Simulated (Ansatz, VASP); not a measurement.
## One calculation of LiF, two programs

File POSCAR:

```
LiF
1.0
    0.0000000000      2.0542800000      2.0140000000
    2.0140000000      0.0000000000      2.0140000000
    2.0140000000      2.0542800000      0.0000000000
Li F
1 1
Direct
    0.0000000000      0.0000000000      0.0000000000
    0.5000000000      0.5000000000      0.5000000000
```

File INCAR.step1:

```
SYSTEM = LiF
ALGO = Normal
EDIFF = 1E-4
ENCUT = 520
GGA = PE
ISMEAR = 0
LASPH = .True.
LCHARG = .False.
LREAL = .False.
LWAVE = .True.
NBANDS = 12
NELM = 60
PREC = Accurate
SIGMA = 0.05
```

The input INCAR.step2:

```
SYSTEM = LiF
ALGO = Normal
EDIFF = 1E-6
ENCUT = 520
ISIF = 2
ISMEAR = 0
ISTART = 1
LASPH = .True.
LCHARG = .True.
LELF = .True.
LMIXTAU = .True.
LREAL = .False.
LVHAR = .True.
LWAVE = .False.
METAGGA = R2SCAN
NBANDS = 12
NELM = 60
PREC = Accurate
SIGMA = 0.05
```

Contents of KPOINTS:

```
k-points
0
Gamma
  10 10 10
  0 0 0
```

Input for Ansatz:

```yaml
crystal:
  lattice:
    - [0.0, 2.05428, 2.014]
    - [2.014, 0.0, 2.014]
    - [2.014, 2.05428, 0.0]
  atoms:
    - { symbol: Li, position: [0.0, 0.0, 0.0] }
    - { symbol: F, position: [0.5, 0.5, 0.5] }
basis:
  ecutwfc: 500
kpoints:
  mp_grid: { grid: [10, 10, 10] }
hamiltonian:
  xc: r2scan
scf:
  occupations: { method: gaussian, width: 0.05 }
output:
  forces: true
  stress: true
  eigenvalues: true
```

Change from the starting cell: strain +0.0200 x Voigt [0, 1, 0, 0, 0, 0], atoms carried along.

Alike in both runs: task single point; functional r2SCAN; k mesh 10 × 10 × 10; occupations gaussian, width 0.05 eV; no spin polarisation.

|  | VASP | Ansatz |
| --- | --- | --- |
| version | VASP 6.6.1 | Ansatz 0.2.0 |
| potentials or method | VASP PAW PBE potentials, release 64 (Li_sv, F), cutoff 520 eV | scalar-relativistic, plane waves, PAW |
| valence electrons in the cell | 10 | 10 |

Ansatz gave:

| Item | Value |
| --- | --- |
| gap on the k mesh at the Fermi level (eV) | 9.85 |
| least direct gap on the mesh (eV) | 9.85 |

**Question.** Which values does VASP return?

**Answer.** gap on the k mesh at the Fermi level (eV): 10.04; least direct gap on the mesh (eV): 10.04.

VASP's potentials were made for PBE, not for r2SCAN.

Noted on VASP's run: the cutoff is short for stress, so the pressure is rough.
